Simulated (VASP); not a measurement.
# As (Cmce) in VASP: notebook

As is run at these levels: PBE, LDA, r2SCAN; tasks: single point.

Program: VASP 6.6.1. These are calculated values, not measurements. Logs are shortened: lines on timing, memory, paths and dates and some standing lists are left out, and cuts for length are marked.

### Step 1. The cell of the first run

Symmetry: Cmce, No. 64, orthorhombic system. Conventional cell: a = 3.650 Å, b = 11.000 Å, c = 4.470 Å, α = 90.00°, β = 90.00°, γ = 90.00°. As (site symmetry m) has 3 As at 2.48 to 2.49 Å within 3.3 Å.

### Step 2. Single point, PBE

File INCAR:

```
ALGO = Normal
EDIFF = 1E-6
ENCUT = 520
GGA = PE
ISIF = 2
ISMEAR = -1
LASPH = T
LCHARG = T
LELF = T
LREAL = F
LVHAR = T
LWAVE = F
NBANDS = 18
NELM = 60
PREC = Accurate
SIGMA = 0.03
```

File KPOINTS:

```
k-points
0
Gamma
  5 5 4
```

File POSCAR:

```
As
1.0
    1.8250000000     -5.5000000000      0.0000000000
    1.8250000000      5.5000000000      0.0000000000
    0.0000000000      0.0000000000      4.4700000000
As
4
Direct
    0.3900000000      0.6100000000      0.5600000000
    0.8900000000      0.1100000000      0.9400000000
    0.6100000000      0.3900000000      0.4400000000
    0.1100000000      0.8900000000      0.0600000000
```

Potentials or basis: VASP PAW PBE potentials, release 64 (As).

The run is started by

```console
> cat potpaw_PBE.64/As/POTCAR > POTCAR
> mpirun -np 1 vasp_std > vasp.out
```

OUTCAR:

```text
EDIFF = 1E-6
   ENCUT = 520
   GGA = PE
   ISIF = 2
   ISMEAR = -1
   LASPH = T
   LREAL = F
   NELM = 60
   PREC = Accurate

 ion  position               nearest neighbor table
   1  0.390  0.610  0.560-   3 2.48   2 2.49   2 2.49
   2  0.890  0.110  0.940-   4 2.48   1 2.49   1 2.49
   3  0.610  0.390  0.440-   1 2.48   4 2.49   4 2.49
   4  0.110  0.890  0.060-   2 2.48   3 2.49   3 2.49

  LATTYP: Found a base centered orthorhombic cell.
 ALAT       =     3.6500000000
 B/A-ratio  =     3.0136986301
 C/A-ratio  =     1.2246575342

  Lattice vectors:

 A1 = (   1.8250000000,  -5.5000000000,   0.0000000000)
 A2 = (   1.8250000000,   5.5000000000,   0.0000000000)
 A3 = (   0.0000000000,   0.0000000000,   4.4700000000)

Analysis of symmetry for initial positions (statically):
=====================================================================
 Subroutine PRICEL returns:
 Original cell was already a primitive cell.

 Routine SETGRP: Setting up the symmetry group for a
 base centered orthorhombic supercell.

 Subroutine GETGRP returns: Found  8 space group operations
 (whereof  4 operations were pure point group operations)
 out of a pool of  8 trial point group operations.

The static configuration has the point symmetry C_2h.
 The point group associated with its full space group is D_2h.

Analysis of symmetry for dynamics (positions and initial velocities):
=====================================================================
 Subroutine PRICEL returns:
 Original cell was already a primitive cell.

 Routine SETGRP: Setting up the symmetry group for a
 base centered orthorhombic supercell.

 Subroutine GETGRP returns: Found  8 space group operations
 (whereof  4 operations were pure point group operations)
 out of a pool of  8 trial point group operations.

The dynamic configuration has the point symmetry C_2h.
 The point group associated with its full space group is D_2h.

 Subroutine INISYM returns: Found  8 space group operations
 (whereof  4 operations are pure point group operations),
 and found     1 'primitive' translations

----------------------------------------------------------------------------------------

                                     Primitive cell

  volume of cell :      89.7353

  direct lattice vectors                    reciprocal lattice vectors
     1.825000000 -5.500000000  0.000000000     0.273972603 -0.090909091  0.000000000
     1.825000000  5.500000000  0.000000000     0.273972603  0.090909091  0.000000000
     0.000000000  0.000000000  4.470000000     0.000000000  0.000000000  0.223713647

  length of vectors
     5.794879205  5.794879205  4.470000000     0.288661480  0.288661480  0.223713647

  position of ions in fractional coordinates (direct lattice)
     0.390000000  0.610000000  0.560000000
     0.890000000  0.110000000  0.940000000
     0.610000000  0.390000000  0.440000000
     0.110000000  0.890000000  0.060000000

  ion indices of the primitive-cell ions
   primitive index   ion index
                 1           1
                 2           2
                 3           3
                 4           4

----------------------------------------------------------------------------------------

 KPOINTS: k-points

Automatic generation of k-mesh.
 Grid dimensions read from file:
 generate k-points for:    5    5    4

 Generating k-lattice:

  Cartesian coordinates                     Fractional coordinates (reciprocal lattice)
     0.054794521 -0.018181818  0.000000000     0.200000000 -0.000000000  0.000000000
     0.054794521  0.018181818  0.000000000    -0.000000000  0.200000000  0.000000000
     0.000000000  0.000000000  0.055928412     0.000000000  0.000000000  0.250000000

  Length of vectors
     0.057732296  0.057732296  0.055928412

  Shift w.r.t. Gamma in fractional coordinates (k-lattice)
     0.000000000  0.000000000  0.000000000

 Subroutine IBZKPT returns following result:
 ===========================================

 Found     27 irreducible k-points:

 Following reciprocal coordinates:
            Coordinates               Weight
  0.000000  0.000000  0.000000      1.000000
  0.200000  0.000000  0.000000      4.000000
  0.400000 -0.000000  0.000000      4.000000
  0.200000  0.200000  0.000000      2.000000
  0.400000  0.200000  0.000000      4.000000
 -0.400000  0.200000  0.000000      4.000000
[... 16 lines left out ...]
  0.400000  0.200000  0.500000      4.000000
 -0.400000  0.200000  0.500000      4.000000
 [... further k-points ...]
   k-points           NKPTS =     27   k-points in BZ     NKDIM =     27   number of bands    NBANDS=     18
   number of dos      NEDOS =    301   number of ions     NIONS =      4
   total plane-waves  NPLWV =  82944
   dimension x,y,z NGX =    48 NGY =   48 NGZ =   36
   dimension x,y,z NGXF=    96 NGYF=   96 NGZF=   72
   ions per type =               4
   NGX,Y,Z   is equivalent  to a cutoff of  13.77, 13.77, 13.39 a.u.
   NGXF,Y,Z  is equivalent  to a cutoff of  27.54, 27.54, 26.78 a.u.
 SYSTEM =  unknown system
   PREC   = accura    normal or accurate (medium, high low for compatibility)
   ISTART =      0    job   : 0-new  1-cont  2-samecut
   ICHARG =      2    charge: 1-file 2-atom 10-const
   ISPIN  =      1    spin polarized calculation?
   LNONCOLLINEAR =      F non collinear calculations
   LSORBIT =      F    spin-orbit coupling
   LASPH  =      T    aspherical Exc in radial PAW
   ENCUT  =  520.0 eV  38.22 Ry    6.18 a.u.  10.77 10.77  8.31*2*pi/ulx,y,z
   NELM   =     60;   NELMIN=  2; NELMDL= -5     # of ELM steps
   EDIFF  = 0.1E-05   stopping-criterion for ELM
   LREAL  =      F    real-space projection
   EDIFFG = 0.1E-04   stopping-criterion for IOM
   NSW    =      0    number of steps for IOM
   IBRION =     -1    ionic relax: 0-MD 1-quasi-New 2-CG
   NFREE  =      0    steps in history (QN), initial steepest desc. (CG)
   ISIF   =      2    stress and relaxation
   ISYM   =      2    0-nonsym 1-usesym 2-fastsym
   POTIM  = 0.5000    time-step for ionic-motion
   TEBEG  =    0.0;   TEEND  =   0.0 temperature during run
   PSTRESS=    0.0 pullay stress
   NELECT =      20.0000    total number of electrons
   NUPDOWN=      -1.0000    fix difference up-down
   EMIN   =  10.00;   EMAX   =-10.00  energy-range for DOS
   EFERMI =   0.00;   METHOD = LEGACY
   ISMEAR =    -1;   SIGMA  =   0.03  broadening in eV -4-tet -1-fermi 0-gaus
   EFERMI_NEDOS =   21; number of points for ismear=-14 and -15
   IALGO  =     38    algorithm
   IMIX   =      4    mixing-type and parameters
     AMIX     =   0.40;   BMIX     =  1.00
     AMIX_MAG =   1.60;   BMIX_MAG =  1.00
  volume/ion in A,a.u.               =      22.43       151.39
  Fermi-wavevector in a.u.,A,eV,Ry     =   0.992576  1.875697 13.404559  0.985207
  Thomas-Fermi vector in A             =   2.124398
   LORBIT       =      0    0 simple, 1 ext, 2 COOP (PROOUT), +10 PAW based schemes
   GGA     = PE    functional components
   LHFCALC =     F    Hartree Fock is set to
   AEXX    =    0.0000 exact exchange contribution
   IVDW    =     0    specifies the selected vdW correction
   LEPSILON=     F    determine dielectric tensor
   LRPA    =     F    only Hartree local field effects (RPA)
 non-spin polarized calculation
  energy-cutoff  :      520.00
  volume of cell :       89.74
 maximum number of plane-waves:      2436
 NGX is ok and might be reduce to    48
   NGX = 21   NGY = 21   NGZ = 17

 number of electron      20.0000001 magnetization

 Free energy of the ion-electron system (eV)
  ---------------------------------------------------
  ext. energy  EPLUGINS =         0.00000000
  ---------------------------------------------------
  free energy    TOTEN  =       -18.57282997 eV

  energy without entropy =      -18.57111389  energy(sigma->0) =      -18.57197193

 E-fermi :   4.8274     XC(G=0):  -9.7564

 val. band max:        4.8221739515   @ k =  -0.4000   0.4000   0.0000
 cond. band min:       4.8335618443   @ k =   0.4000   0.4000   0.0000
 fundamental gap:      0.0113878928
 Fermi energy:         4.8274123398

 k-point     1 :       0.0000    0.0000    0.0000
  band No.  band energies     occupation
      1      -9.9714      2.00000
      2      -7.2009      2.00000
      3      -4.5788      2.00000
      4      -1.2407      2.00000
      5      -1.2041      2.00000
      6       0.5015      2.00000
[... 10 lines left out ...]
     17      11.8720      0.00000
     18      12.0260      0.00000

 k-point     2 :       0.2000    0.0000    0.0000
  band No.  band energies     occupation
      1      -9.5517      2.00000
      2      -6.8684      2.00000
      3      -5.0638      2.00000
      4      -2.2606      2.00000
      5      -0.7594      2.00000
      6       0.8935      2.00000
[... 10 lines left out ...]
     17      10.4479      0.00000
     18      11.7482      0.00000

 k-point     3 :       0.4000   -0.0000    0.0000
  band No.  band energies     occupation
      1      -8.3446      2.00000
      2      -6.5953      2.00000
      3      -5.8668      2.00000
      4      -4.2331      2.00000
      5       0.5161      2.00000
      6       0.8676      2.00000
[... 10 lines left out ...]
     17      12.1497      0.00000
     18      12.3181      0.00000

 k-point     4 :       0.2000    0.2000    0.0000
  band No.  band energies     occupation
      1      -8.4341      2.00000
      2      -6.5137      2.00000
      3      -5.6169      2.00000
      4      -4.4296      2.00000
      5       0.1277      2.00000
      6       0.8709      2.00000
[... 10 lines left out ...]
     17      11.7012      0.00000
     18      12.9861      0.00000

 k-point     5 :       0.4000    0.2000    0.0000
  band No.  band energies     occupation
      1      -8.1665      2.00000
      2      -6.7087      2.00000
      3      -6.2731      2.00000
      4      -3.9105      2.00000
      5       0.7277      2.00000
      6       1.2060      2.00000
[... 10 lines left out ...]
     17      12.3946      0.00000
     18      12.6449      0.00000

 k-point     6 :      -0.4000    0.2000    0.0000
  band No.  band energies     occupation
      1      -9.3791      2.00000
      2      -7.2921      2.00000
      3      -5.0617      2.00000
      4      -2.2451      2.00000
      5      -0.0966      2.00000
      6       0.8206      2.00000
[... 10 lines left out ...]
     17      10.4765      0.00000
     18      11.4240      0.00000

 k-point     7 :      -0.2000    0.2000    0.0000
  band No.  band energies     occupation
      1      -9.8726      2.00000
      2      -7.4651      2.00000
      3      -4.5291      2.00000
      4      -1.3974      2.00000
      5      -0.8511      2.00000
      6       0.7333      2.00000
[... 10 lines left out ...]
     17      10.8372      0.00000
     18      12.1801      0.00000

 k-point     8 :       0.4000    0.4000    0.0000
  band No.  band energies     occupation
      1      -9.2411      2.00000
      2      -7.5676      2.00000
      3      -5.0606      2.00000
      4      -2.2309      2.00000
      5       0.6782      2.00000
      6       0.7010      2.00000
[... 10 lines left out ...]
     17      10.5582      0.00000
     18      11.9445      0.00000
[... 229 lines left out ...]
     17      12.6062      0.00000
     18      12.6062      0.00000

 k-point    20 :       0.2000    0.0000    0.5000
  band No.  band energies     occupation
      1      -8.2631      2.00000
      2      -8.2631      2.00000
      3      -4.2178      2.00000
      4      -4.2178      2.00000
      5       0.4610      2.00000
      6       0.4610      2.00000
[... 10 lines left out ...]
     17      12.9057      0.00000
     18      12.9057      0.00000

 k-point    21 :       0.4000   -0.0000    0.5000
  band No.  band energies     occupation
      1      -7.3768      2.00000
      2      -7.3768      2.00000
      3      -4.7891      2.00000
      4      -4.7891      2.00000
      5      -0.6716      2.00000
      6      -0.6716      2.00000
[... 10 lines left out ...]
     17      11.6630      0.00000
     18      11.6630      0.00000

 k-point    22 :       0.2000    0.2000    0.5000
  band No.  band energies     occupation
      1      -7.4149      2.00000
      2      -7.4149      2.00000
      3      -4.6928      2.00000
      4      -4.6928      2.00000
      5      -0.5094      2.00000
      6      -0.5094      2.00000
[... 10 lines left out ...]
     17      11.2649      0.00000
     18      11.2649      0.00000

 k-point    23 :       0.4000    0.2000    0.5000
  band No.  band energies     occupation
      1      -7.3108      2.00000
      2      -7.3108      2.00000
      3      -4.9419      2.00000
      4      -4.9419      2.00000
      5      -0.9832      2.00000
      6      -0.9832      2.00000
[... 10 lines left out ...]
     17      11.2030      0.00000
     18      11.2030      0.00000

 k-point    24 :      -0.4000    0.2000    0.5000
  band No.  band energies     occupation
      1      -8.1746      2.00000
      2      -8.1746      2.00000
      3      -4.6081      2.00000
      4      -4.6081      2.00000
      5       0.3060      2.00000
      6       0.3060      2.00000
[... 10 lines left out ...]
     17      11.5748      0.00000
     18      11.5748      0.00000

 [... further k-points ...]

------------------------ aborting loop because EDIFF is reached ----------------------------------------

  FORCE on cell =-STRESS in cart. coord.  units (eV):
  Direction    XX          YY          ZZ          XY          YZ          ZX
  --------------------------------------------------------------------------------------
  -------------------------------------------------------------------------------------
  Total        2.9181881      1.6476940      0.9916318      0.0000000     -0.0000000      0.0000000
  in kB       52.1027666     29.4187391     17.7050818      0.0000000     -0.0000000      0.0000000
  external PRESSURE =      33.0755292 kB  Pullay stress =       0.0000000 kB

 VOLUME and BASIS-vectors are now :
 -----------------------------------------------------------------------------
  energy-cutoff  :      520.00
  volume of cell :       89.74
      direct lattice vectors                 reciprocal lattice vectors
     1.825000000 -5.500000000  0.000000000     0.273972603 -0.090909091  0.000000000
     1.825000000  5.500000000  0.000000000     0.273972603  0.090909091  0.000000000
     0.000000000  0.000000000  4.470000000     0.000000000  0.000000000  0.223713647

 POSITION                                       TOTAL-FORCE (eV/Angst)
 -----------------------------------------------------------------------------------
      1.82500      1.21000      2.50320         0.000000      0.130919     -0.020756
      1.82500     -4.29000      4.20180         0.000000      0.130919      0.020756
      1.82500     -1.21000      1.96680         0.000000     -0.130919      0.020756
      1.82500      4.29000      0.26820         0.000000     -0.130919     -0.020756
 -----------------------------------------------------------------------------------
    total drift:                               -0.000000      0.000000     -0.000000

  FREE ENERGIE OF THE ION-ELECTRON SYSTEM (eV)
  ---------------------------------------------------
  free  energy   TOTEN  =       -18.5728299661 eV

  energy  without entropy=      -18.5711138888  energy(sigma->0) =      -18.57197193
```

It took 43 s on 1 thread of Intel Xeon 6975P-C, shared host; peak memory 0.27 GiB.

What came out:

| Item | Value |
| --- | --- |
| Free energy | -18.5728 eV |
| Pressure | 3.3 GPa |
| Largest force | 0.133 eV/Å |
| Band gap on the k mesh | 0.01 eV, indirect (least direct gap 0.19 eV) |

Forces on the atoms (eV/Å):
```
As   0.000  0.131 -0.021
As   0.000  0.131  0.021
As   0.000 -0.131  0.021
As   0.000 -0.131 -0.021
```

A k mesh can miss the band edges.

[end of part 1 of 2]
